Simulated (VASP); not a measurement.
# BN in VASP: a series of runs

BN is run at these levels: LDA; tasks: single point.

All numbers are computed with VASP 6.6.1; they aren't measurements. Logs are shortened: lines on timing, memory, paths and dates and some standing lists are left out, and cuts for length are marked.

### 1 The cell of the first run

The structure is cubic, space group F-43m (No. 216). Conventional cell: a = 3.639 Å, b = 3.639 Å, c = 3.639 Å, α = 90.00°, β = 90.00°, γ = 90.00°. Within 2.1 Å of B (site symmetry -43m) lie 4 N at 1.58 Å. Within 2.1 Å of N (site symmetry -43m) lie 4 B at 1.58 Å.

### 2 Single point, LDA (volume scaled by 1.02)

INCAR

```
SYSTEM = BN
ALGO     = Normal         ! electronic algorithm
EDIFF    = 1E-6           ! SCF threshold, eV
ENCUT    = 520            ! plane-wave cutoff, eV
GGA      = CA             ! functional
ISIF     = 2              ! what is computed and relaxed
ISMEAR   = -1             ! smearing method
LASPH    = .True.         ! aspherical terms in the spheres
LCHARG   = .False.        ! write CHGCAR
LREAL    = .False.        ! projectors in reciprocal space
LWAVE    = .False.        ! write WAVECAR
NBANDS   = 11             ! bands
NELM     = 80             ! most SCF steps
PREC     = Accurate       ! precision mode
SIGMA    = 0.02           ! smearing width, eV
```

KPOINTS

```
k-points
0
Gamma
  11 11 11
  0 0 0
```

POSCAR

```
BN
1.0
    0.0000000000      1.8194705475      1.8194705475
    1.8194705475      0.0000000000      1.8194705475
    1.8194705475      1.8194705475      0.0000000000
B N
1 1
Direct
    0.0000000000      0.0000000000      0.0000000000
    0.7500000000      0.7500000000      0.7500000000
```

Potentials or basis: VASP PAW LDA potentials, release 64 (B, N).

Launch:

```console
$ cat potpaw_LDA.64/B/POTCAR potpaw_LDA.64/N/POTCAR > POTCAR
$ mpirun -np 1 vasp_std > vasp.out
```

OUTCAR:

```text
SYSTEM = BN
   EDIFF = 1E-6
   ENCUT = 520
   GGA = CA
   ISIF = 2
   ISMEAR = -1
   LASPH = .True.
   LREAL = .False.
   NELM = 80
   PREC = Accurate

 ion  position               nearest neighbor table
   1  0.000  0.000  0.000-   2 1.58   2 1.58   2 1.58   2 1.58
   2  0.750  0.750  0.750-   1 1.58   1 1.58   1 1.58   1 1.58

  LATTYP: Found a face centered cubic cell.
 ALAT       =     3.6389410950

  Lattice vectors:

 A1 = (   0.0000000000,   1.8194705475,   1.8194705475)
 A2 = (   1.8194705475,   0.0000000000,   1.8194705475)
 A3 = (   1.8194705475,   1.8194705475,   0.0000000000)

Analysis of symmetry for initial positions (statically):
=====================================================================
 Subroutine PRICEL returns:
 Original cell was already a primitive cell.

 Routine SETGRP: Setting up the symmetry group for a
 face centered cubic supercell.

 Subroutine GETGRP returns: Found 24 space group operations
 (whereof 24 operations were pure point group operations)
 out of a pool of 48 trial point group operations.

The static configuration has the point symmetry T_d .

Analysis of symmetry for dynamics (positions and initial velocities):
=====================================================================
 Subroutine PRICEL returns:
 Original cell was already a primitive cell.

 Routine SETGRP: Setting up the symmetry group for a
 face centered cubic supercell.

 Subroutine GETGRP returns: Found 24 space group operations
 (whereof 24 operations were pure point group operations)
 out of a pool of 48 trial point group operations.

The dynamic configuration has the point symmetry T_d .

 Subroutine INISYM returns: Found 24 space group operations
 (whereof 24 operations are pure point group operations),
 and found     1 'primitive' translations

----------------------------------------------------------------------------------------

                                     Primitive cell

  volume of cell :      12.0466

  direct lattice vectors                    reciprocal lattice vectors
     0.000000000  1.819470547  1.819470547    -0.274805218  0.274805218  0.274805218
     1.819470547  0.000000000  1.819470547     0.274805218 -0.274805218  0.274805218
     1.819470547  1.819470547  0.000000000     0.274805218  0.274805218 -0.274805218

  length of vectors
     2.573119925  2.573119925  2.573119925     0.475976599  0.475976599  0.475976599

  position of ions in fractional coordinates (direct lattice)
     0.000000000  0.000000000  0.000000000
     0.750000000  0.750000000  0.750000000

  ion indices of the primitive-cell ions
   primitive index   ion index
                 1           1
                 2           2

----------------------------------------------------------------------------------------

 KPOINTS: k-points

Automatic generation of k-mesh.
 Grid dimensions read from file:
 generate k-points for:   11   11   11

 Generating k-lattice:

  Cartesian coordinates                     Fractional coordinates (reciprocal lattice)
    -0.024982293  0.024982293  0.024982293     0.090909091  0.000000000  0.000000000
     0.024982293 -0.024982293  0.024982293     0.000000000  0.090909091  0.000000000
     0.024982293  0.024982293 -0.024982293     0.000000000  0.000000000  0.090909091

  Length of vectors
     0.043270600  0.043270600  0.043270600

  Shift w.r.t. Gamma in fractional coordinates (k-lattice)
     0.000000000  0.000000000  0.000000000

 Subroutine IBZKPT returns following result:
 ===========================================

 Found     56 irreducible k-points:

 Following reciprocal coordinates:
            Coordinates               Weight
  0.000000  0.000000  0.000000      1.000000
  0.090909  0.000000  0.000000      8.000000
  0.181818  0.000000  0.000000      8.000000
  0.272727  0.000000  0.000000      8.000000
  0.363636  0.000000  0.000000      8.000000
  0.454545  0.000000  0.000000      8.000000
[... 16 lines left out ...]
 -0.272727  0.181818  0.000000     24.000000
 -0.181818  0.181818  0.000000     12.000000
 [... further k-points ...]
   k-points           NKPTS =     56   k-points in BZ     NKDIM =     56   number of bands    NBANDS=     11
   number of dos      NEDOS =    301   number of ions     NIONS =      2
   total plane-waves  NPLWV =   8000
   dimension x,y,z NGX =    20 NGY =   20 NGZ =   20
   dimension x,y,z NGXF=    40 NGYF=   40 NGZF=   40
   ions per type =               1   1
   NGX,Y,Z   is equivalent  to a cutoff of  12.92, 12.92, 12.92 a.u.
   NGXF,Y,Z  is equivalent  to a cutoff of  25.84, 25.84, 25.84 a.u.
 SYSTEM =  BN
   PREC   = accura    normal or accurate (medium, high low for compatibility)
   ISTART =      0    job   : 0-new  1-cont  2-samecut
   ICHARG =      2    charge: 1-file 2-atom 10-const
   ISPIN  =      1    spin polarized calculation?
   LNONCOLLINEAR =      F non collinear calculations
   LSORBIT =      F    spin-orbit coupling
   LASPH  =      T    aspherical Exc in radial PAW
   ENCUT  =  520.0 eV  38.22 Ry    6.18 a.u.   4.78  4.78  4.78*2*pi/ulx,y,z
   NELM   =     80;   NELMIN=  2; NELMDL= -5     # of ELM steps
   EDIFF  = 0.1E-05   stopping-criterion for ELM
   LREAL  =      F    real-space projection
   EDIFFG = 0.1E-04   stopping-criterion for IOM
   NSW    =      0    number of steps for IOM
   IBRION =     -1    ionic relax: 0-MD 1-quasi-New 2-CG
   NFREE  =      0    steps in history (QN), initial steepest desc. (CG)
   ISIF   =      2    stress and relaxation
   ISYM   =      2    0-nonsym 1-usesym 2-fastsym
   POTIM  = 0.5000    time-step for ionic-motion
   TEBEG  =    0.0;   TEEND  =   0.0 temperature during run
   PSTRESS=    0.0 pullay stress
   NELECT =       8.0000    total number of electrons
   NUPDOWN=      -1.0000    fix difference up-down
   EMIN   =  10.00;   EMAX   =-10.00  energy-range for DOS
   EFERMI =   0.00;   METHOD = LEGACY
   ISMEAR =    -1;   SIGMA  =   0.02  broadening in eV -4-tet -1-fermi 0-gaus
   EFERMI_NEDOS =   21; number of points for ismear=-14 and -15
   IALGO  =     38    algorithm
   IMIX   =      4    mixing-type and parameters
     AMIX     =   0.40;   BMIX     =  1.00
     AMIX_MAG =   1.60;   BMIX_MAG =  1.00
  volume/ion in A,a.u.               =       6.02        40.65
  Fermi-wavevector in a.u.,A,eV,Ry     =   1.428290  2.699077 27.756062  2.040013
  Thomas-Fermi vector in A             =   2.548368
   LORBIT       =      0    0 simple, 1 ext, 2 COOP (PROOUT), +10 PAW based schemes
   GGA     = CA    functional components
   LHFCALC =     F    Hartree Fock is set to
   AEXX    =    0.0000 exact exchange contribution
   IVDW    =     0    specifies the selected vdW correction
   LEPSILON=     F    determine dielectric tensor
   LRPA    =     F    only Hartree local field effects (RPA)
 non-spin polarized calculation
  energy-cutoff  :      520.00
  volume of cell :       12.05
 maximum number of plane-waves:       335
   NGX =  9   NGY =  9   NGZ =  9

 number of electron       8.0000001 magnetization

 Free energy of the ion-electron system (eV)
  ---------------------------------------------------
  ext. energy  EPLUGINS =         0.00000000
  ---------------------------------------------------
  free energy    TOTEN  =       -19.38480406 eV

  energy without entropy =      -19.38480406  energy(sigma->0) =      -19.38480406

 E-fermi :   7.5224     XC(G=0): -13.0099

 val. band max:        7.1428877697   @ k =   0.0000   0.0000   0.0000
 cond. band min:      11.5650688403   @ k =   0.4545   0.4545   0.0000
 fundamental gap:      4.4221810705
 Fermi energy:         7.5223888527

 k-point     1 :       0.0000    0.0000    0.0000
  band No.  band energies     occupation
      1     -12.7038      2.00000
      2       7.1429      2.00000
      3       7.1429      2.00000
      4       7.1429      2.00000
      5      15.7333      0.00000
      6      15.7333      0.00000
      7      15.7333      0.00000
      8      17.2640      0.00000
      9      31.2615      0.00000
     10      34.6884      0.00000
     11      34.6884      0.00000

 k-point     2 :       0.0909    0.0000    0.0000
  band No.  band energies     occupation
      1     -12.5052      2.00000
      2       6.0951      2.00000
      3       6.9330      2.00000
      4       6.9330      2.00000
      5      15.9659      0.00000
      6      16.0488      0.00000
      7      16.0488      0.00000
      8      17.9093      0.00000
      9      31.0142      0.00000
     10      32.2024      0.00000
     11      32.2024      0.00000

 k-point     3 :       0.1818    0.0000    0.0000
  band No.  band energies     occupation
      1     -11.9181      2.00000
      2       3.7593      2.00000
      3       6.4403      2.00000
      4       6.4403      2.00000
      5      16.3135      0.00000
      6      16.7469      0.00000
      7      16.7469      0.00000
      8      19.3377      0.00000
      9      30.3988      0.00000
     10      30.6762      0.00000
     11      30.6762      0.00000

 k-point     4 :       0.2727    0.0000    0.0000
  band No.  band energies     occupation
      1     -10.9769      2.00000
      2       1.1024      2.00000
      3       5.9037      2.00000
      4       5.9037      2.00000
      5      16.6507      0.00000
      6      17.3404      0.00000
      7      17.3404      0.00000
      8      20.6495      0.00000
      9      29.8817      0.00000
     10      30.5205      0.00000
     11      30.5205      0.00000
[... 239 lines left out ...]
 k-point    22 :      -0.3636    0.1818    0.0000
  band No.  band energies     occupation
      1      -8.4597      2.00000
      2      -2.0409      2.00000
      3       2.6490      2.00000
      4       4.7918      2.00000
      5      16.3952      0.00000
      6      19.0475      0.00000
      7      19.2243      0.00000
      8      22.2128      0.00000
      9      27.7386      0.00000
     10      30.6464      0.00000
     11      33.2190      0.00000

 k-point    23 :      -0.2727    0.1818    0.0000
  band No.  band energies     occupation
      1      -9.5818      2.00000
      2      -0.2131      2.00000
      3       2.7170      2.00000
      4       5.4484      2.00000
      5      17.1123      0.00000
      6      18.3439      0.00000
      7      18.7533      0.00000
      8      21.1609      0.00000
      9      28.6760      0.00000
     10      28.7518      0.00000
     11      33.2547      0.00000

 k-point    24 :      -0.1818    0.1818    0.0000
  band No.  band energies     occupation
      1     -10.6664      2.00000
      2       1.7025      2.00000
      3       3.4464      2.00000
      4       6.1132      2.00000
      5      17.4716      0.00000
      6      17.5496      0.00000
      7      17.9340      0.00000
      8      20.3061      0.00000
      9      28.1379      0.00000
     10      28.9109      0.00000
     11      33.3372      0.00000

 [... further k-points ...]
[... 5 lines left out ...]
  --------------------------------------------------------------------------------------
  -------------------------------------------------------------------------------------
  Total       -1.2811024     -1.2811024     -1.2811024     -0.0000000     -0.0000000      0.0000000
  in kB     -170.3842104   -170.3842104   -170.3842104     -0.0000000     -0.0000000      0.0000000
  external PRESSURE =    -170.3842104 kB  Pullay stress =       0.0000000 kB

 VOLUME and BASIS-vectors are now :
 -----------------------------------------------------------------------------
  energy-cutoff  :      520.00
  volume of cell :       12.05
      direct lattice vectors                 reciprocal lattice vectors
     0.000000000  1.819470547  1.819470547    -0.274805218  0.274805218  0.274805218
     1.819470547  0.000000000  1.819470547     0.274805218 -0.274805218  0.274805218
     1.819470547  1.819470547  0.000000000     0.274805218  0.274805218 -0.274805218

 POSITION                                       TOTAL-FORCE (eV/Angst)
 -----------------------------------------------------------------------------------
      0.00000      0.00000      0.00000         0.000000     -0.000000      0.000000
      2.72921      2.72921      2.72921        -0.000000      0.000000     -0.000000
 -----------------------------------------------------------------------------------
    total drift:                                0.000000      0.000000      0.000000

  FREE ENERGIE OF THE ION-ELECTRON SYSTEM (eV)
  ---------------------------------------------------
  free  energy   TOTEN  =       -19.3848040644 eV

  energy  without entropy=      -19.3848040644  energy(sigma->0) =      -19.38480406
```

It took 6.4 s on 1 thread of AMD EPYC 9R45 (Zen 5), shared host; peak memory 0.08 GiB.

Results:

* Free energy: -19.3848 eV
* Pressure: -17.0 GPa
* Band gap on the k mesh: 4.42 eV, indirect (least direct gap 8.59 eV)

 A k mesh can miss the band edges.

### 3 Single point, LDA (volume scaled by 1.06)

INCAR

```
SYSTEM = BN
ALGO     = Normal         ! electronic algorithm
EDIFF    = 1E-6           ! SCF threshold, eV
ENCUT    = 520            ! plane-wave cutoff, eV
ISIF     = 2              ! what is computed and relaxed
ISMEAR   = -1             ! smearing method
LASPH    = .TRUE.         ! aspherical terms in the spheres
LCHARG   = .FALSE.        ! write CHGCAR
LREAL    = .FALSE.        ! projectors in reciprocal space
LWAVE    = .FALSE.        ! write WAVECAR
NBANDS   = 11             ! bands
NELM     = 80             ! most SCF steps
PREC     = Accurate       ! precision mode
SIGMA    = 0.02           ! smearing width, eV
```

KPOINTS

```
k-points
0
G
  11 11 11
  0 0 0
```

POSCAR

```
BN
1.0
    0.0000000000      1.8429501765      1.8429501765
    1.8429501765      0.0000000000      1.8429501765
    1.8429501765      1.8429501765      0.0000000000
B N
1 1
Direct
    0.0000000000      0.0000000000      0.0000000000
    0.7500000000      0.7500000000      0.7500000000
```

Potentials or basis: VASP PAW LDA potentials, release 64 (B, N).

Launch:

```console
$ cat potpaw_LDA.64/B/POTCAR potpaw_LDA.64/N/POTCAR > POTCAR
$ mpirun -np 1 vasp_std > vasp.out
```

Run time: 6.4 s. Hardware: 1 thread of AMD EPYC 9R45 (Zen 5), shared host; peak memory 0.08 GiB.

It converged, with:

```
Free energy            : -19.3168 eV
Pressure               : -29.2 GPa
Band gap on the k mesh : 4.37 eV, indirect (least direct gap 8.41 eV)
```

Levels at points of the mesh, in eV from the valence-band top:
| k point | band 1 | band 2 | band 3 | band 4 | band 5 | band 6 | band 7 | band 8 | band 9 |
| --- | --- | --- | --- | --- | --- | --- | --- | --- | --- |
| (0.00, 0.00, 0.00) | -19.42 | 0.00 | 0.00 | 0.00 | 8.41 | 8.41 | 8.41 | 9.51 | 23.41 |

 A k mesh can miss the band edges.

[end of part 1 of 2]
